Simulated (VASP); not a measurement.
A run of VASP 6.6.1:

File INCAR:

```
ALGO = Normal
EDIFF = 1E-6
ENCUT = 520
GGA = PE
ISIF = 2
ISMEAR = 0
ISPIN = 2
LASPH = T
LCHARG = T
LELF = T
LMAXMIX = 4
LORBIT = 11
LREAL = F
LVHAR = T
LWAVE = F
MAGMOM = 0 2 0 0 0
NBANDS = 34
NELM = 150
PREC = Accurate
SIGMA = 0.1
```

KPOINTS

```
k-points
0
Gamma
  4 4 4
```

POSCAR

```
TaVBr3
1.0
    4.8505754600      0.0000000000      0.0000000000
    0.0000000000      4.8505754600      0.0000000000
    0.0000000000      0.0000000000      4.8505754600
Ta V Br
1 1 3
Direct
    0.0000000000      0.0000000000      0.0000000000
    0.5000000000      0.5000000000      0.5000000000
    0.0000000000      0.0000000000      0.5000000000
    0.5000000000      0.0000000000      0.0000000000
    0.0000000000      0.5000000000      0.0000000000
```

Potentials or basis: VASP PAW PBE potentials, release 64 (Ta_pv, V_sv, Br).

Launch:

```sh
$ cat potpaw_PBE.64/Ta_pv/POTCAR potpaw_PBE.64/V_sv/POTCAR potpaw_PBE.64/Br/POTCAR > POTCAR
$ mpirun -np 1 vasp_std > vasp.out
```

Hardware: 1 thread of Intel(R) Xeon(R) Platinum 8375C CPU @ 2.90GHz (Ice Lake), on a shared host.

**Question.** How long does it take, and how much memory?

**Answer.** Run time: 65 s on 1 thread of Intel(R) Xeon(R) Platinum 8375C CPU @ 2.90GHz (Ice Lake) (shared host), peak memory 0.27 GiB. Counts: scf iterations 19, k points 10.
